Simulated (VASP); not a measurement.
# PbS in VASP: further runs

Runs on PbS. Level: PBEsol. Tasks: single point.

All numbers are computed with VASP 6.6.1; they aren't measurements. Logs are shortened: lines on timing, memory, paths and dates and some standing lists are left out, and cuts for length are marked.

### Step 1. The cell of the first run

The cell holds a slab with vacuum, 4 atoms: a = 4.211 Å, b = 4.211 Å, c = 11.990 Å, α = 93.75°, β = 93.75°, γ = 89.21°.

### Step 2. Single point, PBEsol (volume scaled by 1.06)

Input file INCAR:

```
ALGO = Normal
EDIFF = 1E-6
ENCUT = 520
GGA = PS
ISIF = 2
ISMEAR = -1
LASPH = True
LCHARG = False
LREAL = False
LWAVE = False
NBANDS = 28
NELM = 100
PREC = Accurate
SIGMA = 0.01
```

Input file KPOINTS:

```
k-points
0
Gamma
  7 7 3
```

Input file POSCAR:

```
PbS
1.0
    2.9981715043     -2.9568771850      0.0000000000
    2.9981715043      2.9568771850      0.0000000000
   -1.1012328289      0.0000000000     11.9389422255
Pb S
2 2
Direct
    0.7756000000      0.7756000000      0.6363800000
    0.2244000000      0.2244000000      0.3636200000
    0.2684000000      0.2684000000      0.5986000000
    0.7316000000      0.7316000000      0.4014000000
```

Potentials or basis: VASP PAW PBE potentials, release 64 (Pb_d, S).

Command:

```
$ cat potpaw_PBE.64/Pb_d/POTCAR potpaw_PBE.64/S/POTCAR > POTCAR
$ mpirun -np 1 vasp_std > vasp.out
```

OUTCAR:

```text
EDIFF = 1E-6
   ENCUT = 520
   GGA = PS
   ISIF = 2
   ISMEAR = -1
   LASPH = True
   LREAL = False
   NELM = 100
   PREC = Accurate

 ion  position               nearest neighbor table
   1  0.776  0.776  0.636-   4 2.81   3 2.99   3 2.99   3 3.03   3 3.03
   2  0.224  0.224  0.364-   3 2.81   4 2.99   4 2.99   4 3.03   4 3.03
   3  0.268  0.268  0.599-   2 2.81   1 2.99   1 2.99   1 3.03   1 3.03
   4  0.732  0.732  0.401-   1 2.81   2 2.99   2 2.99   2 3.03   2 3.03

  LATTYP: Found a base centered monoclinic cell.
 ALAT       =     5.9963430086
 B/A-ratio  =     0.9862268322
 C/A-ratio  =     1.9994891547
 COS(beta)  =    -0.0918488301

  Lattice vectors:

 A1 = (   2.9981715043,  -2.9568771850,   0.0000000000)
 A2 = (   2.9981715043,   2.9568771850,   0.0000000000)
 A3 = (  -1.1012328289,   0.0000000000,  11.9389422255)

Analysis of symmetry for initial positions (statically):
=====================================================================
 Subroutine PRICEL returns:
 Original cell was already a primitive cell.

 Routine SETGRP: Setting up the symmetry group for a
 base centered monoclinic supercell.

 Subroutine GETGRP returns: Found  4 space group operations
 (whereof  4 operations were pure point group operations)
 out of a pool of  4 trial point group operations.

The static configuration has the point symmetry C_2h.

Analysis of symmetry for dynamics (positions and initial velocities):
=====================================================================
 Subroutine PRICEL returns:
 Original cell was already a primitive cell.

 Routine SETGRP: Setting up the symmetry group for a
 base centered monoclinic supercell.

 Subroutine GETGRP returns: Found  4 space group operations
 (whereof  4 operations were pure point group operations)
 out of a pool of  4 trial point group operations.

The dynamic configuration has the point symmetry C_2h.

 Subroutine INISYM returns: Found  4 space group operations
 (whereof  4 operations are pure point group operations),
 and found     1 'primitive' translations

----------------------------------------------------------------------------------------

                                     Primitive cell

  volume of cell :     211.6828

  direct lattice vectors                    reciprocal lattice vectors
     2.998171504 -2.956877185  0.000000000     0.166768312 -0.169097317  0.015382497
     2.998171504  2.956877185  0.000000000     0.166768312  0.169097317  0.015382497
    -1.101232829  0.000000000 11.938942225     0.000000000  0.000000000  0.083759514

  length of vectors
     4.210956549  4.210956549 11.989622813     0.237996205  0.237996205  0.083759514

  position of ions in fractional coordinates (direct lattice)
     0.775600000  0.775600000  0.636380000
     0.224400000  0.224400000  0.363620000
     0.268400000  0.268400000  0.598600000
     0.731600000  0.731600000  0.401400000

  ion indices of the primitive-cell ions
   primitive index   ion index
                 1           1
                 2           2
                 3           3
                 4           4

----------------------------------------------------------------------------------------

 KPOINTS: k-points

Automatic generation of k-mesh.
 Grid dimensions read from file:
 generate k-points for:    7    7    3

 Generating k-lattice:

  Cartesian coordinates                     Fractional coordinates (reciprocal lattice)
     0.023824045 -0.024156760  0.002197500     0.142857143  0.000000000  0.000000000
     0.023824045  0.024156760  0.002197500     0.000000000  0.142857143  0.000000000
     0.000000000  0.000000000  0.027919838     0.000000000  0.000000000  0.333333333

  Length of vectors
     0.033999458  0.033999458  0.027919838

  Shift w.r.t. Gamma in fractional coordinates (k-lattice)
     0.000000000  0.000000000  0.000000000

 Subroutine IBZKPT returns following result:
 ===========================================

 Found     44 irreducible k-points:

 Following reciprocal coordinates:
            Coordinates               Weight
  0.000000  0.000000  0.000000      1.000000
  0.142857  0.000000  0.000000      4.000000
  0.285714  0.000000  0.000000      4.000000
  0.428571  0.000000  0.000000      4.000000
  0.142857  0.142857 -0.000000      2.000000
  0.285714  0.142857  0.000000      4.000000
[... 16 lines left out ...]
 -0.142857 -0.000000  0.333333      4.000000
  0.142857  0.142857  0.333333      2.000000
 [... further k-points ...]
   k-points           NKPTS =     44   k-points in BZ     NKDIM =     44   number of bands    NBANDS=     28
   number of dos      NEDOS =    301   number of ions     NIONS =      4
   total plane-waves  NPLWV =  92160
   dimension x,y,z NGX =    32 NGY =   32 NGZ =   90
   dimension x,y,z NGXF=    64 NGYF=   64 NGZF=  180
   ions per type =               2   2
   NGX,Y,Z   is equivalent  to a cutoff of  12.63, 12.63, 12.48 a.u.
   NGXF,Y,Z  is equivalent  to a cutoff of  25.27, 25.27, 24.96 a.u.
 SYSTEM =  unknown system
   PREC   = accura    normal or accurate (medium, high low for compatibility)
   ISTART =      0    job   : 0-new  1-cont  2-samecut
   ICHARG =      2    charge: 1-file 2-atom 10-const
   ISPIN  =      1    spin polarized calculation?
   LNONCOLLINEAR =      F non collinear calculations
   LSORBIT =      F    spin-orbit coupling
   LASPH  =      T    aspherical Exc in radial PAW
   ENCUT  =  520.0 eV  38.22 Ry    6.18 a.u.   7.83  7.83 22.29*2*pi/ulx,y,z
   NELM   =    100;   NELMIN=  2; NELMDL= -5     # of ELM steps
   EDIFF  = 0.1E-05   stopping-criterion for ELM
   LREAL  =      F    real-space projection
   EDIFFG = 0.1E-04   stopping-criterion for IOM
   NSW    =      0    number of steps for IOM
   IBRION =     -1    ionic relax: 0-MD 1-quasi-New 2-CG
   NFREE  =      0    steps in history (QN), initial steepest desc. (CG)
   ISIF   =      2    stress and relaxation
   ISYM   =      2    0-nonsym 1-usesym 2-fastsym
   POTIM  = 0.5000    time-step for ionic-motion
   TEBEG  =    0.0;   TEEND  =   0.0 temperature during run
   PSTRESS=    0.0 pullay stress
   NELECT =      40.0000    total number of electrons
   NUPDOWN=      -1.0000    fix difference up-down
   EMIN   =  10.00;   EMAX   =-10.00  energy-range for DOS
   EFERMI =   0.00;   METHOD = LEGACY
   ISMEAR =    -1;   SIGMA  =   0.01  broadening in eV -4-tet -1-fermi 0-gaus
   EFERMI_NEDOS =   21; number of points for ismear=-14 and -15
   IALGO  =     38    algorithm
   IMIX   =      4    mixing-type and parameters
     AMIX     =   0.40;   BMIX     =  1.00
     AMIX_MAG =   1.60;   BMIX_MAG =  1.00
  volume/ion in A,a.u.               =      52.92       357.13
  Fermi-wavevector in a.u.,A,eV,Ry     =   0.939434  1.775273 12.007636  0.882536
  Thomas-Fermi vector in A             =   2.066746
   LORBIT       =      0    0 simple, 1 ext, 2 COOP (PROOUT), +10 PAW based schemes
   GGA     = PS    functional components
   LHFCALC =     F    Hartree Fock is set to
   AEXX    =    0.0000 exact exchange contribution
   IVDW    =     0    specifies the selected vdW correction
   LEPSILON=     F    determine dielectric tensor
   LRPA    =     F    only Hartree local field effects (RPA)
 non-spin polarized calculation
  energy-cutoff  :      520.00
  volume of cell :      211.68
 maximum number of plane-waves:      5721
   NGX = 15   NGY = 15   NGZ = 45

 number of electron      40.0000001 magnetization

 Free energy of the ion-electron system (eV)
  ---------------------------------------------------
  ext. energy  EPLUGINS =         0.00000000
  ---------------------------------------------------
  free energy    TOTEN  =       -18.28797817 eV

  energy without entropy =      -18.28797817  energy(sigma->0) =      -18.28797817

 E-fermi :   0.5230     XC(G=0):  -5.7728

 val. band max:        0.2789349531   @ k =   0.0000   0.0000   0.0000
 cond. band min:       1.6380731306   @ k =   0.0000   0.0000   0.3333
 fundamental gap:      1.3591381775
 Fermi energy:         0.5230100245

 k-point     1 :       0.0000    0.0000    0.0000
  band No.  band energies     occupation
      1     -15.9910      2.00000
      2     -15.9275      2.00000
      3     -15.9273      2.00000
      4     -15.9207      2.00000
      5     -15.9005      2.00000
      6     -15.8950      2.00000
[... 20 lines left out ...]
     27       6.2170      0.00000
     28       6.4543      0.00000

 k-point     2 :       0.1429    0.0000    0.0000
  band No.  band energies     occupation
      1     -15.9833      2.00000
      2     -15.9266      2.00000
      3     -15.9212      2.00000
      4     -15.9135      2.00000
      5     -15.9010      2.00000
      6     -15.8955      2.00000
[... 20 lines left out ...]
     27       5.8168      0.00000
     28       6.3070      0.00000

 k-point     3 :       0.2857    0.0000    0.0000
  band No.  band energies     occupation
      1     -15.9665      2.00000
      2     -15.9291      2.00000
      3     -15.9097      2.00000
      4     -15.9008      2.00000
      5     -15.8994      2.00000
      6     -15.8979      2.00000
[... 20 lines left out ...]
     27       5.5613      0.00000
     28       6.8712      0.00000

 k-point     4 :       0.4286    0.0000    0.0000
  band No.  band energies     occupation
      1     -15.9498      2.00000
      2     -15.9369      2.00000
      3     -15.9080      2.00000
      4     -15.9062      2.00000
      5     -15.9047      2.00000
      6     -15.9023      2.00000
[... 578 lines left out ...]
     27       5.4572      0.00000
     28       6.6508      0.00000

 k-point    23 :      -0.1429   -0.0000    0.3333
  band No.  band energies     occupation
      1     -15.9834      2.00000
      2     -15.9266      2.00000
      3     -15.9212      2.00000
      4     -15.9135      2.00000
      5     -15.9010      2.00000
      6     -15.8955      2.00000
[... 20 lines left out ...]
     27       5.8174      0.00000
     28       6.3557      0.00000

 k-point    24 :       0.1429    0.1429    0.3333
  band No.  band energies     occupation
      1     -15.9773      2.00000
      2     -15.9242      2.00000
      3     -15.9150      2.00000
      4     -15.9087      2.00000
      5     -15.9000      2.00000
      6     -15.8976      2.00000
[... 20 lines left out ...]
     27       5.4040      0.00000
     28       6.7025      0.00000

 [... further k-points ...]
[... 5 lines left out ...]
  --------------------------------------------------------------------------------------
  -------------------------------------------------------------------------------------
  Total       -3.1545783     -2.3126374     -4.0885748      0.0000000      0.0000000     -0.0128316
  in kB      -23.8762596    -17.5038071    -30.9454588      0.0000000      0.0000000     -0.0971196
  external PRESSURE =     -24.1085085 kB  Pullay stress =       0.0000000 kB

 VOLUME and BASIS-vectors are now :
 -----------------------------------------------------------------------------
  energy-cutoff  :      520.00
  volume of cell :      211.68
      direct lattice vectors                 reciprocal lattice vectors
     2.998171504 -2.956877185  0.000000000     0.166768312 -0.169097317  0.015382497
     2.998171504  2.956877185  0.000000000     0.166768312  0.169097317  0.015382497
    -1.101232829  0.000000000 11.938942225     0.000000000  0.000000000  0.083759514

 POSITION                                       TOTAL-FORCE (eV/Angst)
 -----------------------------------------------------------------------------------
      3.94996      0.00000      7.59770        -0.000373      0.000000     -1.025360
      0.94515      0.00000      4.34124         0.000373      0.000000      1.025360
      0.95022      0.00000      7.14665        -0.005267      0.000000     -0.295874
      3.94489      0.00000      4.79229         0.005267      0.000000      0.295874
 -----------------------------------------------------------------------------------
    total drift:                                0.000000      0.000000      0.000000

  FREE ENERGIE OF THE ION-ELECTRON SYSTEM (eV)
  ---------------------------------------------------
  free  energy   TOTEN  =       -18.2879781724 eV

  energy  without entropy=      -18.2879781724  energy(sigma->0) =      -18.28797817
```

Wall time 1.8 min (1 thread of Intel Xeon 6975P-C (Granite Rapids), shared host); peak memory 0.41 GiB.

Results:

```yaml
Free_energy: -18.2880 eV
Largest_force: 1.025 eV/Å
Band_gap_on_the_k_mesh: 1.36 eV, direct
```

Forces in eV/Å, atoms in the order of the input:
```
Pb   0.000  0.000 -1.025
Pb   0.000  0.000  1.025
S   -0.005  0.000 -0.296
S    0.005  0.000  0.296
```

Levels at points of the mesh, in eV from the valence-band top:
```csv
k point,band 17,band 18,band 19,band 20,band 21,band 22,band 23,band 24
"(0.00, 0.00, 0.00)",-2.20,-1.29,-1.17,0.00,1.44,3.15,4.93,4.99
```

Caveat: the PAW data sets were made with another functional, which shifts forces and pressure a little; spin-orbit coupling is left out, which moves the levels of the heavy elements.

### Step 3. Single point, PBEsol (equal xy, yz and zx shear strains of -1 %)

Input file INCAR:

```
ALGO = Normal ; EDIFF = 1E-7
ENCUT = 520 ; GGA = PS
ISIF = 2 ; ISMEAR = -1
LASPH = T ; LCHARG = T
LELF = T ; LREAL = F
LVHAR = T ; LWAVE = F
NBANDS = 28 ; NELM = 80
PREC = Accurate ; SIGMA = 0.01
```

KPOINTS is that of step 2.

Input file POSCAR:

```
PbS
1.0
    2.9550000000     -2.9147025000     -0.0002025000
    2.9260000000      2.8852975000     -0.0292025000
   -1.1385964500     -0.0531462000     11.7146902500
Pb S
2 2
Direct
    0.7756000000      0.7756000000      0.6363800000
    0.2244000000      0.2244000000      0.3636200000
    0.2684000000      0.2684000000      0.5986000000
    0.7316000000      0.7316000000      0.4014000000
```

Potentials or basis: VASP PAW PBE potentials, release 64 (Pb_d, S).

Command:

```
$ cat potpaw_PBE.64/Pb_d/POTCAR potpaw_PBE.64/S/POTCAR > POTCAR
$ mpirun -np 1 vasp_std > vasp.out
```

Run time: 4.6 min. Hardware: 1 thread of AMD EPYC 9R45 (Zen 5), shared host; peak memory 0.48 GiB.

The run converged. Its results:

```
Free energy            : -18.4176 eV
Largest force          : 0.675 eV/Å
Band gap on the k mesh : 1.27 eV, direct
```

Forces in eV/Å, atoms in the order of the input:
```
Pb   0.000  0.003 -0.675
Pb   0.000 -0.003  0.675
S    0.023  0.027 -0.194
S   -0.023 -0.027  0.194
```

Levels at points of the mesh, in eV from the valence-band top:
```csv
k point,band 17,band 18,band 19,band 20,band 21,band 22,band 23,band 24
"(0.00, 0.00, 0.00)",-2.43,-1.47,-1.32,0.00,1.37,3.13,4.85,5.14
```

Caveat: the cell differs from its parent crystal (equal xy, yz and zx shear strains of -1 %); the PAW data sets were made with another functional, which shifts forces and pressure a little; spin-orbit coupling is left out, which moves the levels of the heavy elements.

(Part 1 of 2 ends here.)
